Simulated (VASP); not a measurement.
# MnO (Fm-3m) in VASP: notebook

Runs on MnO. Level: PBEsol. Tasks: single point.

Program: VASP 6.6.1. These are calculated values, not measurements. Logs are shortened: lines on timing, memory, paths and dates and some standing lists are left out, and cuts for length are marked.

**1. The cell of the first run**

Symmetry: Fm-3m, No. 225, cubic system. Conventional cell: a = 4.444 Å, b = 4.444 Å, c = 4.444 Å, α = 90.00°, β = 90.00°, γ = 90.00°. Within 2.9 Å of Mn (site symmetry m-3m) lie 6 O at 2.22 Å. Within 2.9 Å of O (site symmetry m-3m) lie 6 Mn at 2.22 Å.

**2. Single point, PBEsol, collinear spin, ferromagnetic start**

INCAR

```
ALGO = Normal
EDIFF = 1E-6
ENCUT = 520
GGA = PS
ISIF = 2
ISMEAR = -1
ISPIN = 2
LASPH = T
LCHARG = F
LMAXMIX = 4
LORBIT = 11
LREAL = F
LWAVE = F
MAGMOM = 5.83 0
NBANDS = 20
NELM = 150
NUPDOWN = 5.83
PREC = Accurate
SIGMA = 0.03
```

KPOINTS

```
k-points
0
Gamma
  7 7 7
```

POSCAR

```
MnO
1.0
    0.0000000000      2.2220000000      2.2220000000
    2.2220000000      0.0000000000      2.2220000000
    2.2220000000      2.2220000000      0.0000000000
Mn O
1 1
Direct
    0.0000000000      0.0000000000      0.0000000000
    0.5000000000      0.5000000000      0.5000000000
```

Potentials or basis: VASP PAW PBE potentials, release 64 (Mn_pv, O).

Command:

```sh
> cat potpaw_PBE.64/Mn_pv/POTCAR potpaw_PBE.64/O/POTCAR > POTCAR
> mpirun -np 1 vasp_std > vasp.out
```

OUTCAR:

```text
EDIFF = 1E-6
   ENCUT = 520
   GGA = PS
   ISIF = 2
   ISMEAR = -1
   ISPIN = 2
   LASPH = T
   LORBIT = 11
   LREAL = F
   NELM = 150
   NUPDOWN = 5.83
   PREC = Accurate

 ion  position               nearest neighbor table
   1  0.000  0.000  0.000-   2 2.22   2 2.22   2 2.22   2 2.22   2 2.22   2 2.22
   2  0.500  0.500  0.500-   1 2.22   1 2.22   1 2.22   1 2.22   1 2.22   1 2.22

  LATTYP: Found a face centered cubic cell.
 ALAT       =     4.4440000000

  Lattice vectors:

 A1 = (   0.0000000000,   2.2220000000,   2.2220000000)
 A2 = (   2.2220000000,   0.0000000000,   2.2220000000)
 A3 = (   2.2220000000,   2.2220000000,   0.0000000000)

Analysis of symmetry for initial positions (statically):
=====================================================================
 Subroutine PRICEL returns:
 Original cell was already a primitive cell.

 Routine SETGRP: Setting up the symmetry group for a
 face centered cubic supercell.

 Subroutine GETGRP returns: Found 48 space group operations
 (whereof 48 operations were pure point group operations)
 out of a pool of 48 trial point group operations.

The static configuration has the point symmetry O_h .

Analysis of symmetry for dynamics (positions and initial velocities):
=====================================================================
 Subroutine PRICEL returns:
 Original cell was already a primitive cell.

 Routine SETGRP: Setting up the symmetry group for a
 face centered cubic supercell.

 Subroutine GETGRP returns: Found 48 space group operations
 (whereof 48 operations were pure point group operations)
 out of a pool of 48 trial point group operations.

The dynamic configuration has the point symmetry O_h .

Analysis of structural, dynamic, and magnetic symmetry:
=====================================================================
 Subroutine PRICEL returns:
 Original cell was already a primitive cell.

 Routine SETGRP: Setting up the symmetry group for a
 face centered cubic supercell.

 Subroutine GETGRP returns: Found 48 space group operations
 (whereof 48 operations were pure point group operations)
 out of a pool of 48 trial point group operations.

The overall configuration has the point symmetry O_h .

 Subroutine INISYM returns: Found 48 space group operations
[... 108 lines left out ...]
   EFERMI_NEDOS =   21; number of points for ismear=-14 and -15
   IALGO  =     38    algorithm
   IMIX   =      4    mixing-type and parameters
     AMIX     =   0.40;   BMIX     =  1.00
     AMIX_MAG =   1.60;   BMIX_MAG =  1.00
  volume/ion in A,a.u.               =      10.97        74.03
  Fermi-wavevector in a.u.,A,eV,Ry     =   1.560410  2.948747 33.128533  2.434878
  Thomas-Fermi vector in A             =   2.663626
   LORBIT       =     11    0 simple, 1 ext, 2 COOP (PROOUT), +10 PAW based schemes
   GGA     = PS    functional components
   LHFCALC =     F    Hartree Fock is set to
   AEXX    =    0.0000 exact exchange contribution
   IVDW    =     0    specifies the selected vdW correction
   LEPSILON=     F    determine dielectric tensor
   LRPA    =     F    only Hartree local field effects (RPA)
 spin polarized calculation
  energy-cutoff  :      520.00
  volume of cell :       21.94
 maximum number of plane-waves:       609
   NGX = 11   NGY = 11   NGZ = 11

 number of electron      18.9999992 magnetization       5.8299997

 Free energy of the ion-electron system (eV)
  ---------------------------------------------------
  ext. energy  EPLUGINS =         0.00000000
  ---------------------------------------------------
  free energy    TOTEN  =       -14.31510764 eV

  energy without entropy =      -14.31071546  energy(sigma->0) =      -14.31291155

 E-fermi :   3.2082     XC(G=0): -12.1263

 val. band max:       11.1585932290   @ k =   0.4286   0.2857   0.1429
 cond. band min:       3.2655221025   @ k =   0.4286   0.4286   0.0000
 fundamental gap:     -7.8930711265
 Fermi energy:        11.2224337311

 spin component 1

 k-point     1 :       0.0000    0.0000    0.0000
  band No.  band energies     occupation
      1     -42.7593      1.00000
      2     -42.7593      1.00000
      3     -42.7593      1.00000
      4     -13.5234      1.00000
      5       2.8822      1.00000
      6       2.8822      1.00000
[... 436 lines left out ...]
      6       0.2528      1.00000
[... 12 lines left out ...]
     19      32.9888      0.00000
     20      33.4995      0.00000
 Fermi energy:         3.2082050511

 spin component 2

 k-point     1 :       0.0000    0.0000    0.0000
  band No.  band energies     occupation
      1     -37.9360      1.00000
      2     -37.9360      1.00000
      3     -37.9360      1.00000
      4     -12.1829      1.00000
      5       4.2263      0.00000
      6       4.2263      0.00000
[... 449 lines left out ...]
     19      34.8049      0.00000
     20      34.8105      0.00000

------------------------ aborting loop because EDIFF is reached ----------------------------------------

  FORCE on cell =-STRESS in cart. coord.  units (eV):
  Direction    XX          YY          ZZ          XY          YZ          ZX
  --------------------------------------------------------------------------------------
  -------------------------------------------------------------------------------------
  Total        3.5549255      3.5549255      3.5549255      0.0000000      0.0000000      0.0000000
  in kB      259.5846018    259.5846018    259.5846018      0.0000000      0.0000000      0.0000000
  external PRESSURE =     259.5846018 kB  Pullay stress =       0.0000000 kB

 VOLUME and BASIS-vectors are now :
 -----------------------------------------------------------------------------
  energy-cutoff  :      520.00
  volume of cell :       21.94
      direct lattice vectors                 reciprocal lattice vectors
     0.000000000  2.222000000  2.222000000    -0.225022502  0.225022502  0.225022502
     2.222000000  0.000000000  2.222000000     0.225022502 -0.225022502  0.225022502
     2.222000000  2.222000000  0.000000000     0.225022502  0.225022502 -0.225022502

 POSITION                                       TOTAL-FORCE (eV/Angst)
 -----------------------------------------------------------------------------------
      0.00000      0.00000      0.00000         0.000000     -0.000000     -0.000000
      2.22200      2.22200      2.22200        -0.000000      0.000000      0.000000
 -----------------------------------------------------------------------------------
    total drift:                                0.000000     -0.000000     -0.000000

  FREE ENERGIE OF THE ION-ELECTRON SYSTEM (eV)
  ---------------------------------------------------
  free  energy   TOTEN  =       -14.3151076402 eV

  energy  without entropy=      -14.3107154585  energy(sigma->0) =      -14.31291155

 total charge

# of ion       s       p       d       tot
------------------------------------------
    1        0.255   6.203   4.930  11.387
    2        1.601   3.315   0.000   4.916
--------------------------------------------------
tot          1.856   9.518   4.930  16.303

 magnetization (x)

# of ion       s       p       d       tot
------------------------------------------
    1        0.084   0.068   4.449   4.602
    2        0.073   0.614   0.000   0.687
--------------------------------------------------
tot          0.157   0.682   4.449   5.289
```

OSZICAR:

```text
N       E                     dE             d eps       ncg     rms          rms(c)
DAV:   1     0.179883505574E+03    0.17988E+03   -0.10514E+04  1636   0.113E+03
DAV:   2    -0.693180973622E+01   -0.18682E+03   -0.17682E+03  1632   0.335E+02
DAV:   3    -0.154384750925E+02   -0.85067E+01   -0.83730E+01  1796   0.770E+01
DAV:   4    -0.155011242101E+02   -0.62649E-01   -0.62637E-01  1840   0.677E+00
DAV:   5    -0.155016660985E+02   -0.54189E-03   -0.54188E-03  1792   0.631E-01    0.154E+01
DAV:   6    -0.141901156449E+02    0.13116E+01   -0.45908E+00  2196   0.235E+01    0.101E+01
DAV:   7    -0.143166115540E+02   -0.12650E+00   -0.43296E-01  1756   0.677E+00    0.685E+00
DAV:   8    -0.142782526653E+02    0.38359E-01   -0.13303E-01  1784   0.377E+00    0.209E+00
DAV:   9    -0.143105134960E+02   -0.32261E-01   -0.37580E-02  1772   0.261E+00    0.619E-01
DAV:  10    -0.143151256736E+02   -0.46122E-02   -0.26021E-03  1824   0.479E-01    0.109E-01
DAV:  11    -0.143150836170E+02    0.42057E-04   -0.17763E-04  1828   0.121E-01    0.444E-02
DAV:  12    -0.143151064744E+02   -0.22857E-04   -0.30777E-05  1848   0.581E-02    0.169E-02
DAV:  13    -0.143151076217E+02   -0.11473E-05   -0.50747E-06  1740   0.252E-02    0.137E-02
DAV:  14    -0.143151076402E+02   -0.18515E-07   -0.82433E-07  1284   0.874E-03
   1 F= -.14315108E+02 E0= -.14312912E+02  d E =-.439218E-02  mag=     5.8300
```

stdout:

```text
POSCAR found type information on POSCAR MnO
 POSCAR found :  2 types and       2 ions
 scaLAPACK will be used
 -----------------------------------------------------------------------------
|                                                                             |
|                                                                             |
|     You enforced a specific xc type in the INCAR file but a different       |
|     I HOPE YOU KNOW WHAT YOU ARE DOING!                                     |
|                                                                             |
 -----------------------------------------------------------------------------

 LDA part: xc-table for (Slater+PW92), standard interpolation
 POSCAR, INCAR and KPOINTS ok, starting setup
 FFT: planning ... GRIDC
 FFT: planning ... GRID_SOFT
 FFT: planning ... GRID
 WAVECAR not read
 entering main loop
```

It took 10 s on 1 thread of Intel Xeon Platinum 8488C (Sapphire Rapids), shared host; peak memory 0.15 GiB.

Results:

```
Free energy                                           : -14.3151 eV
Pressure                                              : 26.0 GPa
Net moment                                            : 5.83 μB per cell
Site moments                                          : Mn +4.60; O +0.69 μB
Valence electrons inside the program's atomic spheres : Mn 11.39; O 4.92
```

Caveat: the PAW data sets were made with another functional, which shifts forces and pressure a little; the total moment is fixed, so each spin has its own Fermi level; a cell with one magnetic atom can't hold antiferromagnetic order, which such compounds often take.

**3. Single point, PBEsol, collinear spin, ferromagnetic start**

INCAR

```
SYSTEM = MnO
  PREC = Accurate
  ENCUT = 520
  EDIFF = 1E-6
  ISMEAR = -1
  SIGMA = 0.03
  LREAL = .False.
  LASPH = .True.
  NELM = 150
  ALGO = Normal
  ISIF = 2
  LWAVE = .False.
  LCHARG = .False.
  ISPIN = 2
  MAGMOM = 0.45 0
  LORBIT = 11
  LMAXMIX = 4
  GGA = PS
  NBANDS = 20
```

KPOINTS

```
Automatic mesh
0
Gamma
  7 7 7
  0 0 0
```

POSCAR is that of step 2.

Potentials or basis: VASP PAW PBE potentials, release 64 (Mn_pv, O).

Command:

```sh
> cat potpaw_PBE.64/Mn_pv/POTCAR potpaw_PBE.64/O/POTCAR > POTCAR
> mpirun -np 1 vasp_std > vasp.out
```

It took 17 s on 1 thread of Intel Xeon Platinum 8488C (Sapphire Rapids), shared host; peak memory 0.15 GiB.

It converged, with:

```
Free energy                                           : -17.2224 eV
Pressure                                              : -7.9 GPa
Net moment                                            : 4.69 μB per cell
Site moments                                          : Mn +4.27; O +0.18 μB
Valence electrons inside the program's atomic spheres : Mn 11.36; O 4.95
```

Levels at points of the mesh, in eV from the Fermi level:
Spin up:
```
           k point  band 10  band 11  band 12  band 13  band 14  band 15
(0.00, 0.00, 0.00)    -3.26    -2.73    -2.73    -0.65    13.74    16.14
```
Spin down:
| k point | band 4 | band 5 | band 6 | band 7 | band 8 | band 9 | band 10 | band 11 |
| --- | --- | --- | --- | --- | --- | --- | --- | --- |
| (0.00, 0.00, 0.00) | -19.86 | -3.46 | -3.46 | -3.46 | 0.60 | 0.60 | 0.60 | 0.62 |

Caveat: the PAW data sets were made with another functional, which shifts forces and pressure a little; a cell with one magnetic atom can't hold antiferromagnetic order, which such compounds often take; semilocal functionals often make such compounds metallic where correlation or magnetic order opens a gap, which also shifts bond lengths. With open d or f shells a metallic result of PBEsol can be an artefact of self-interaction; +U or a hybrid may open a gap.
